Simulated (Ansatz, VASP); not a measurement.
## SnSe in VASP and in Ansatz

Contents of POSCAR:

```
SnSe
1.0
    4.2853274191      0.0000000000      0.0000000000
    0.0000000000      4.2853274191     -0.0642799113
    0.0000000000     -0.1648603820     10.9906921300
Sn Se
2 2
Direct
    0.5000000000      0.0000000000      0.3722291100
    0.0000000000      0.5000000000      0.6277708900
    0.5000000000      0.0000000000      0.6160394900
    0.0000000000      0.5000000000      0.3839605100
```

File INCAR.step1:

```
PREC = Accurate
ENCUT = 520
ISMEAR = 0
SIGMA = 0.05
LREAL = False
LASPH = True
NELM = 100
NBANDS = 28
GGA = PE
ALGO = Normal
EDIFF = 1E-4
LWAVE = True
LCHARG = False
```

INCAR.step2

```
PREC = Accurate
ENCUT = 520
EDIFF = 1E-6
ISMEAR = 0
SIGMA = 0.05
LREAL = False
LASPH = True
NELM = 100
ALGO = Normal
ISIF = 2
LWAVE = False
LCHARG = True
METAGGA = R2SCAN
LMIXTAU = True
LELF = True
LVHAR = True
NBANDS = 28
ISTART = 1
```

Contents of KPOINTS:

```
regular mesh
0
Gamma
  6 6 4
```

Input for Ansatz:

```yaml
crystal:
  lattice:
    - [4.2853274191, 0.0, 0.0]
    - [0.0, 4.2853274191, -0.0642799113]
    - [0.0, -0.164860382, 10.99069213]
  atoms:
    - { symbol: Sn, position: [0.5, 0.0, 0.37222911] }
    - { symbol: Sn, position: [0.0, 0.5, 0.62777089] }
    - { symbol: Se, position: [0.5, 0.0, 0.61603949] }
    - { symbol: Se, position: [0.0, 0.5, 0.38396051] }
basis:
  ecutwfc: 500
kpoints:
  mp_grid: { grid: [6, 6, 4] }
hamiltonian:
  xc: r2scan
scf:
  occupations: { method: gaussian, width: 0.05 }
output:
  forces: true
  stress: true
  eigenvalues: true
```

Change from the starting cell: strain -0.0300 x Voigt [0, 0, 0, 1, 0, 0], atoms carried along.

Alike in both runs: task single point; functional r2SCAN; k mesh 6 × 6 × 4; occupations gaussian, width 0.05 eV; no spin polarisation.

```csv
,VASP,Ansatz
version,VASP 6.6.1,Ansatz 0.2.0
potentials or method,"VASP PAW PBE potentials, release 64 (Sn_d, Se), cutoff 520 eV","scalar-relativistic, plane waves, PAW"
valence electrons in the cell,40,60
```

|  | VASP | Ansatz | Ansatz less VASP |
| --- | --- | --- | --- |
| gap on the k mesh at the Fermi level (eV) | 1.77 | 1.77 | +0.006 |
| least direct gap on the mesh (eV) | 1.77 | 1.77 | +0.006 |
| rms of the force components (eV/Å) | 0.044 | 0.044 | -0.0001 |

VASP's potentials were made for PBE, not for r2SCAN. Atom by atom the forces differ by 0.008 eV/Å (rms over components). VASP's potentials hold 40 valence electrons a cell and Ansatz's 60, so a difference there can come from the potentials and not from the codes.
